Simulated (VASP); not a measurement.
## FePt: single point with PBE

FePt:

```
CELL_PARAMETERS angstrom
2.72165 0.00000 0.00000
0.00000 2.72165 0.00000
0.00000 0.00000 3.70000
ATOMIC_POSITIONS crystal
Fe 0.50000 0.50000 0.50000
Pt 0.00000 0.00000 0.00000
```

| Property | Result |
| --- | --- |
| Program | VASP 6.6.1 |
| Task | single point |
| Functional | PBE |
| Potentials or basis | VASP PAW PBE potentials, release 64 (Fe, Pt) |
| Cutoff | 520 eV |
| k mesh | 11 × 11 × 9 |
| Occupations | fermi-dirac, width 0.1 eV |
| Spin | collinear spin, ferromagnetic start |
| Starting moments | [4.0, 0.0] μB |

The pressure is 4.6 GPa. The net moment is 3.26 μB per cell, the site moments are Fe +2.91; Pt +0.33 μB and the valence electrons inside the program's atomic spheres are Fe 7.00; Pt 9.45.

Stress tensor (GPa, compression positive):
```
3.62 0.00 0.00
0.00 3.62 0.00
0.00 0.00 6.51
```

Levels at points of the mesh, in eV from the Fermi level:
Spin up:
```tsv
k point	band 7	band 8	band 9	band 10	band 11	band 12	band 13	band 14	band 15	band 16
(0.00, 0.00, 0.00)	-2.15	-1.92	-0.55	-0.40	-0.40	2.34	9.92	11.63	11.63	17.21
```
Spin down:
```
           k point  band 6  band 7  band 8  band 9  band 10  band 11
(0.00, 0.00, 0.00)   -0.83   -0.80    0.59    1.68     1.68     1.69
```

Run time: 57 s on 1 thread of Intel(R) Xeon(R) Platinum 8375C CPU @ 2.90GHz (Ice Lake), on a shared host, peak memory 0.21 GiB.

Caveat: spin-orbit coupling is left out, which moves the levels of the heavy elements.
